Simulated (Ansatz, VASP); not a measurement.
# Two plane-wave programs on TaN

File INCAR:

```
SYSTEM = TaN
PREC = Accurate
ENCUT = 600
EDIFF = 1E-6
ISMEAR = 0
SIGMA = 0.1
LREAL = .False.
LASPH = .True.
NELM = 60
ALGO = Normal
ISIF = 3
LWAVE = .False.
LCHARG = .False.
GGA = CA
IBRION = 2
NSW = 100
EDIFFG = -0.05
```

File KPOINTS:

```
Automatic mesh
0
Gamma
  9 9 8
  0 0 0
```

Contents of POSCAR:

```
TaN
1.0
    2.9399421800      0.0000000000      0.0000000000
   -1.4699710900      2.5460646100      0.0000000000
    0.0000000000      0.0000000000      2.8901750800
Ta N
1 1
Direct
    0.0000000000      0.0000000000      0.5000000000
    0.6666666700      0.3333333300      0.0000000000
```

Input for Ansatz:

```yaml
crystal:
  lattice:
    - [2.93994218, 0.0, 0.0]
    - [-1.46997109, 2.54606461, 0.0]
    - [0.0, 0.0, 2.89017508]
  atoms:
    - { symbol: Ta, position: [0.0, 0.0, 0.5] }
    - { symbol: "N", position: [0.66666667, 0.33333333, 0.0] }
basis:
  ecutwfc: 420
kpoints:
  mp_grid: { grid: [9, 9, 8] }
hamiltonian:
  xc: lda
  pseudopotentials: { kind: paw, azcp: { folder: soft_1 } }
scf:
  occupations: { method: gaussian, width: 0.1 }
output:
  forces: true
  stress: true
  eigenvalues: true
relax:
  adjacent_minimum: "off"
  f_tol: 0.05
  max_steps: 80
  cell: { stress_tol: 0.5 }
```

Alike in both runs: task relaxation of cell and atoms; functional LDA; k mesh 9 × 9 × 8; occupations gaussian, width 0.1 eV; no spin polarisation.

|  | VASP | Ansatz |
| --- | --- | --- |
| version | VASP 6.6.1 | Ansatz 0.2.0 |
| potentials or method | VASP PAW LDA potentials, release 64 (Ta_pv, N), cutoff 600 eV | scalar-relativistic, plane waves, PAW |
| valence electrons in the cell | 16 | 18 |

```csv
,VASP,Ansatz,Ansatz less VASP
"gap on the k mesh at the Fermi level, each at its own relaxed structure (eV)",none,none,-
relaxed volume (Å³/atom),10.50,10.43,-0.062
relaxed cell length with the largest relative difference (Å),2.913,2.906,-0.0062
```

Ansatz warns that its potentials were made for another functional, while VASP's fit it. LDA's correlation is that of Perdew and Zunger in VASP and of Perdew and Wang (1992) in Ansatz. A gap of «none» marks a metal or a gap that the smearing closes. VASP's potentials hold 16 valence electrons a cell and Ansatz's 18, so a difference there can come from the potentials and not from the codes.

Spin-orbit coupling is off throughout.
